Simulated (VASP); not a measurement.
# MnS (Fm-3m) in VASP: a series of runs

The runs below take MnS through single point, electric field gradients, with PBE, LDA, PBEsol.

All numbers are computed with VASP 6.6.1; they aren't measurements. Logs are shortened: lines on timing, memory, paths and dates and some standing lists are left out, and cuts for length are marked.

## 1. The cell of the first run

The structure is cubic, space group Fm-3m (No. 225). The conventional cell has a = 5.224 Å, b = 5.224 Å, c = 5.224 Å, α = 90.00°, β = 90.00°, γ = 90.00°. Mn (site symmetry m-3m) has 6 S at 2.61 Å within 3.4 Å. S (site symmetry m-3m) has 6 Mn at 2.61 Å within 3.4 Å.

## 2. Single point, PBE

Input file POSCAR:

```
MnS
1.0
    0.0000000000      2.6122500000      2.6122500000
    2.6122500000      0.0000000000      2.6122500000
    2.6122500000      2.6122500000      0.0000000000
Mn S
1 1
Direct
    0.0000000000      0.0000000000      0.0000000000
    0.5000000000      0.5000000000      0.5000000000
```

Input file INCAR.step1:

```
ALGO = Normal ; EDIFF = 1E-7
ENCUT = 520 ; GGA = PE
ISIF = 2 ; ISMEAR = -1
LASPH = T ; LCHARG = T
LMAXMIX = 4 ; LREAL = F
LWAVE = F ; NBANDS = 16
NELM = 60 ; PREC = Accurate
SIGMA = 0.03
```

Input file KPOINTS.step1:

```
k-points
0
Gamma
  14 14 14
```

Input file INCAR.step2:

```
ALGO = Normal ; EDIFF = 1E-7
ENCUT = 520 ; GGA = PE
ICHARG = 11 ; ISIF = 2
ISMEAR = -5 ; LASPH = T
LCHARG = F ; LMAXMIX = 4
LORBIT = 10 ; LREAL = F
LWAVE = F ; NEDOS = 1001
NELM = 60 ; PREC = Accurate
SIGMA = 0.03
```

Input file KPOINTS.step2:

```
k-points
0
Gamma
  21 21 21
```

Potentials or basis: VASP PAW PBE potentials, release 64 (Mn_pv, S).

Command:

```sh
$ cat potpaw_PBE.64/Mn_pv/POTCAR potpaw_PBE.64/S/POTCAR > POTCAR
$ cp INCAR.step1 INCAR
$ cp KPOINTS.step1 KPOINTS
$ mpirun -np 1 vasp_std > vasp.out
$ cp INCAR.step2 INCAR
$ cp KPOINTS.step2 KPOINTS
$ mpirun -np 1 vasp_std > vasp.out
```

OUTCAR:

```text
EDIFF = 1E-7
   ENCUT = 520
   GGA = PE
   ICHARG = 11
   ISIF = 2
   ISMEAR = -5
   LASPH = T
   LORBIT = 10
   LREAL = F
   NELM = 60
   PREC = Accurate

 ion  position               nearest neighbor table
   1  0.000  0.000  0.000-   2 2.61   2 2.61   2 2.61   2 2.61   2 2.61   2 2.61
   2  0.500  0.500  0.500-   1 2.61   1 2.61   1 2.61   1 2.61   1 2.61   1 2.61

  LATTYP: Found a face centered cubic cell.
 ALAT       =     5.2245000000

  Lattice vectors:

 A1 = (   0.0000000000,   2.6122500000,   2.6122500000)
 A2 = (   2.6122500000,   0.0000000000,   2.6122500000)
 A3 = (   2.6122500000,   2.6122500000,   0.0000000000)

Analysis of symmetry for initial positions (statically):
=====================================================================
 Subroutine PRICEL returns:
 Original cell was already a primitive cell.

 Routine SETGRP: Setting up the symmetry group for a
 face centered cubic supercell.

 Subroutine GETGRP returns: Found 48 space group operations
 (whereof 48 operations were pure point group operations)
 out of a pool of 48 trial point group operations.

The static configuration has the point symmetry O_h .

Analysis of symmetry for dynamics (positions and initial velocities):
=====================================================================
 Subroutine PRICEL returns:
 Original cell was already a primitive cell.

 Routine SETGRP: Setting up the symmetry group for a
 face centered cubic supercell.

 Subroutine GETGRP returns: Found 48 space group operations
 (whereof 48 operations were pure point group operations)
 out of a pool of 48 trial point group operations.

The dynamic configuration has the point symmetry O_h .

 Subroutine INISYM returns: Found 48 space group operations
 (whereof 48 operations are pure point group operations),
 and found     1 'primitive' translations

----------------------------------------------------------------------------------------

                                     Primitive cell

  volume of cell :      35.6512

  direct lattice vectors                    reciprocal lattice vectors
     0.000000000  2.612250000  2.612250000    -0.191405876  0.191405876  0.191405876
     2.612250000  0.000000000  2.612250000     0.191405876 -0.191405876  0.191405876
     2.612250000  2.612250000  0.000000000     0.191405876  0.191405876 -0.191405876

  length of vectors
     3.694279378  3.694279378  3.694279378     0.331524702  0.331524702  0.331524702

  position of ions in fractional coordinates (direct lattice)
     0.000000000  0.000000000  0.000000000
     0.500000000  0.500000000  0.500000000

  ion indices of the primitive-cell ions
   primitive index   ion index
                 1           1
                 2           2

----------------------------------------------------------------------------------------

 KPOINTS: k-points

Automatic generation of k-mesh.
 Grid dimensions read from file:
 generate k-points for:   21   21   21

 Generating k-lattice:

  Cartesian coordinates                     Fractional coordinates (reciprocal lattice)
    -0.009114566  0.009114566  0.009114566     0.047619048  0.000000000  0.000000000
     0.009114566 -0.009114566  0.009114566     0.000000000  0.047619048  0.000000000
     0.009114566  0.009114566 -0.009114566     0.000000000  0.000000000  0.047619048

  Length of vectors
     0.015786891  0.015786891  0.015786891

  Shift w.r.t. Gamma in fractional coordinates (k-lattice)
     0.000000000  0.000000000  0.000000000

 TETIRR: Found   1276 inequivalent tetrahedra from    55566

 Subroutine IBZKPT returns following result:
 ===========================================

 Found    286 irreducible k-points:

 Following reciprocal coordinates:
            Coordinates               Weight
  0.000000  0.000000  0.000000      1.000000
  0.047619  0.000000  0.000000      8.000000
  0.095238  0.000000  0.000000      8.000000
  0.142857  0.000000  0.000000      8.000000
  0.190476  0.000000  0.000000      8.000000
  0.238095  0.000000  0.000000      8.000000
[... 16 lines left out ...]
 -0.428571  0.047619  0.000000     24.000000
 -0.380952  0.047619  0.000000     24.000000
 [... further k-points ...]
   k-points           NKPTS =    286   k-points in BZ     NKDIM =    286   number of bands    NBANDS=     13
   number of dos      NEDOS =   1001   number of ions     NIONS =      2
   total plane-waves  NPLWV =  21952
   dimension x,y,z NGX =    28 NGY =   28 NGZ =   28
   dimension x,y,z NGXF=    56 NGYF=   56 NGZF=   56
   ions per type =               1   1
   NGX,Y,Z   is equivalent  to a cutoff of  12.60, 12.60, 12.60 a.u.
   NGXF,Y,Z  is equivalent  to a cutoff of  25.20, 25.20, 25.20 a.u.
 SYSTEM =  unknown system
   PREC   = accura    normal or accurate (medium, high low for compatibility)
   ISTART =      0    job   : 0-new  1-cont  2-samecut
   ICHARG =     11    charge: 1-file 2-atom 10-const
   ISPIN  =      1    spin polarized calculation?
   LNONCOLLINEAR =      F non collinear calculations
   LSORBIT =      F    spin-orbit coupling
   LASPH  =      T    aspherical Exc in radial PAW
   ENCUT  =  520.0 eV  38.22 Ry    6.18 a.u.   6.87  6.87  6.87*2*pi/ulx,y,z
   NELM   =     60;   NELMIN=  2; NELMDL=  0     # of ELM steps
   EDIFF  = 0.1E-06   stopping-criterion for ELM
   LREAL  =      F    real-space projection
   EDIFFG = 0.1E-05   stopping-criterion for IOM
   NSW    =      0    number of steps for IOM
   IBRION =     -1    ionic relax: 0-MD 1-quasi-New 2-CG
   NFREE  =      0    steps in history (QN), initial steepest desc. (CG)
   ISIF   =      2    stress and relaxation
   ISYM   =      2    0-nonsym 1-usesym 2-fastsym
   POTIM  = 0.5000    time-step for ionic-motion
   TEBEG  =    0.0;   TEEND  =   0.0 temperature during run
   PSTRESS=    0.0 pullay stress
   NELECT =      19.0000    total number of electrons
   NUPDOWN=      -1.0000    fix difference up-down
   EMIN   =  10.00;   EMAX   =-10.00  energy-range for DOS
   EFERMI =   0.00;   METHOD = LEGACY
   ISMEAR =    -5;   SIGMA  =   0.03  broadening in eV -4-tet -1-fermi 0-gaus
   EFERMI_NEDOS =   21; number of points for ismear=-14 and -15
   IALGO  =     38    algorithm
   IMIX   =      4    mixing-type and parameters
     AMIX     =   0.40;   BMIX     =  1.00
     AMIX_MAG =   1.60;   BMIX_MAG =  1.00
  volume/ion in A,a.u.               =      17.83       120.29
  Fermi-wavevector in a.u.,A,eV,Ry     =   1.327297  2.508227 23.969603  1.761716
  Thomas-Fermi vector in A             =   2.456619
   LORBIT       =     10    0 simple, 1 ext, 2 COOP (PROOUT), +10 PAW based schemes
   GGA     = PE    functional components
   LHFCALC =     F    Hartree Fock is set to
   AEXX    =    0.0000 exact exchange contribution
   IVDW    =     0    specifies the selected vdW correction
   LEPSILON=     F    determine dielectric tensor
   LRPA    =     F    only Hartree local field effects (RPA)
 non-spin polarized calculation
 Fermi weights with tetrahedron method with Bloechl corrections
  energy-cutoff  :      520.00
  volume of cell :       35.65
 maximum number of plane-waves:       975

 number of electron      18.9999984 magnetization

 Free energy of the ion-electron system (eV)
  ---------------------------------------------------
  ext. energy  EPLUGINS =         0.00000000
  ---------------------------------------------------
  free energy    TOTEN  =       -11.83483050 eV

  energy without entropy =      -11.83483050  energy(sigma->0) =      -11.83483050

 E-fermi :   5.9735     XC(G=0): -10.6847

 val. band max:        6.0141182651   @ k =   0.1429   0.0000   0.0000
 cond. band min:       5.9665337321   @ k =   0.1429   0.0952   0.0476
 fundamental gap:     -0.0475845331
 Fermi energy:         5.9735358701

 k-point     1 :       0.0000    0.0000    0.0000
  band No.  band energies     occupation
      1     -41.8392      2.00000
      2     -41.8392      2.00000
      3     -41.8392      2.00000
      4      -8.2821      2.00000
      5       4.3010      2.00000
      6       4.3010      2.00000
      7       4.3010      2.00000
      8       5.1019      2.00000
      9       5.1019      2.00000
     10       5.1019      2.00000
     11       5.1755      2.00000
     12       5.1755      2.00000
     13       8.4789      0.00000

 k-point     2 :       0.0476    0.0000    0.0000
  band No.  band energies     occupation
      1     -41.8394      2.00000
      2     -41.8393      2.00000
      3     -41.8393      2.00000
      4      -8.2608      2.00000
      5       4.0750      2.00000
      6       4.1595      2.00000
      7       4.1595      2.00000
      8       5.1229      2.00000
      9       5.1229      2.00000
     10       5.1829      2.00000
     11       5.3242      2.00000
     12       5.3242      2.00000
     13       8.6287      0.00000

 k-point     3 :       0.0952    0.0000    0.0000
  band No.  band energies     occupation
      1     -41.8400      2.00000
      2     -41.8393      2.00000
      3     -41.8393      2.00000
      4      -8.1980      2.00000
      5       3.5730      2.00000
      6       3.8797      2.00000
      7       3.8797      2.00000
      8       5.1643      2.00000
      9       5.1643      2.00000
     10       5.3040      2.00000
     11       5.6457      2.00255
     12       5.6457      2.39508
     13       9.0178      0.00000

 k-point     4 :       0.1429    0.0000    0.0000
  band No.  band energies     occupation
      1     -41.8409      2.00000
      2     -41.8395      2.00000
      3     -41.8395      2.00000
      4      -8.0963      2.00000
      5       2.9628      2.00000
      6       3.5809      2.00000
      7       3.5809      2.00000
      8       5.2279      2.00000
      9       5.2279      2.00000
     10       5.4035      2.00000
     11       6.0141      1.17604
     12       6.0141      0.19919
     13       9.5177      0.00000

 k-point     5 :       0.1905    0.0000    0.0000
  band No.  band energies     occupation
      1     -41.8421      2.00000
      2     -41.8396      2.00000
      3     -41.8396      2.00000
      4      -7.9608      2.00000
      5       2.3202      2.00000
      6       3.2980      2.00000
      7       3.2980      2.00000
      8       5.3107      2.00000
      9       5.3107      2.00000
     10       5.4924      2.00000
     11       6.3900     -0.06698
     12       6.3900      0.00000
     13       9.9869      0.00000
[... 257 lines left out ...]
 k-point    22 :      -0.4762    0.0476    0.0000
  band No.  band energies     occupation
      1     -41.8482      2.00000
      2     -41.8407      2.00000
      3     -41.8405      2.00000
      4      -7.0719      2.00000
      5      -0.2870      2.00000
      6       2.3367      2.00000
      7       2.3680      2.00000
      8       5.7881      2.00000
      9       5.7943      2.00000
     10       6.0269      0.00000
     11       7.8214      0.00000
     12       7.9394      0.00000
     13       9.6839      0.00000

 k-point    23 :      -0.4286    0.0476    0.0000
  band No.  band energies     occupation
      1     -41.8479      2.00000
      2     -41.8406      2.00000
      3     -41.8405      2.00000
      4      -7.1178      2.00000
      5      -0.1835      2.00000
      6       2.3754      2.00000
      7       2.3899      2.00000
      8       5.7579      2.00000
      9       5.7772      2.00000
     10       5.9975      0.00157
     11       7.6863      0.00000
     12       7.9575      0.00000
     13       9.7521      0.00000

 k-point    24 :      -0.3810    0.0476    0.0000
  band No.  band energies     occupation
      1     -41.8473      2.00000
      2     -41.8406      2.00000
      3     -41.8403      2.00000
      4      -7.2245      2.00000
      5       0.0663      2.00000
      6       2.4569      2.00000
      7       2.4604      2.00000
      8       5.6926      2.00000
      9       5.7278      2.00000
     10       5.9340      2.17946
     11       7.4816      0.00000
     12       7.8683      0.00000
     13       9.9235      0.00000

 [... further k-points ...]

------------------------ aborting loop because EDIFF is reached ----------------------------------------

  FORCE on cell =-STRESS in cart. coord.  units (eV):
  Direction    XX          YY          ZZ          XY          YZ          ZX
  --------------------------------------------------------------------------------------
  -------------------------------------------------------------------------------------
  Total       -5.6496669     -5.6496669     -5.6496669      0.0000000      0.0000000      0.0000000
  in kB     -253.8979632   -253.8979632   -253.8979632      0.0000000      0.0000000      0.0000000
  external PRESSURE =    -253.8979632 kB  Pullay stress =       0.0000000 kB

 VOLUME and BASIS-vectors are now :
 -----------------------------------------------------------------------------
  energy-cutoff  :      520.00
  volume of cell :       35.65
      direct lattice vectors                 reciprocal lattice vectors
     0.000000000  2.612250000  2.612250000    -0.191405876  0.191405876  0.191405876
     2.612250000  0.000000000  2.612250000     0.191405876 -0.191405876  0.191405876
     2.612250000  2.612250000  0.000000000     0.191405876  0.191405876 -0.191405876

 POSITION                                       TOTAL-FORCE (eV/Angst)
 -----------------------------------------------------------------------------------
      0.00000      0.00000      0.00000        -0.000000      0.000000      0.000000
      2.61225      2.61225      2.61225         0.000000      0.000000     -0.000000
 -----------------------------------------------------------------------------------
    total drift:                               -0.000000      0.000000      0.000000

  FREE ENERGIE OF THE ION-ELECTRON SYSTEM (eV)
  ---------------------------------------------------
  free  energy   TOTEN  =       -11.8348305008 eV

  energy  without entropy=      -11.8348305008  energy(sigma->0) =      -11.83483050

 total charge

# of ion       s       p       d       tot
------------------------------------------
    1        0.188   6.123   5.084  11.395
    2        1.325   2.296   0.000   3.620
--------------------------------------------------
tot          1.512   8.419   5.084  15.015
```

It took 57 s on 1 thread of AMD EPYC 9R45 (Zen 5), shared host; peak memory 0.23 GiB.

Results:

| Property | Result |
| --- | --- |
| Valence electrons inside the program's atomic spheres | Mn 11.39; S 3.62 |

Caveat: an odd number of electrons without spin polarisation forces a metal; a magnetic or distorted state may lie lower; the run has no spin polarisation, though such a crystal can be magnetic; semilocal functionals often make such compounds metallic where correlation or magnetic order opens a gap, which also shifts bond lengths. Spin polarisation is off, so any magnetic state and its effect on volume and gap are missing.

[end of part 1 of 2]
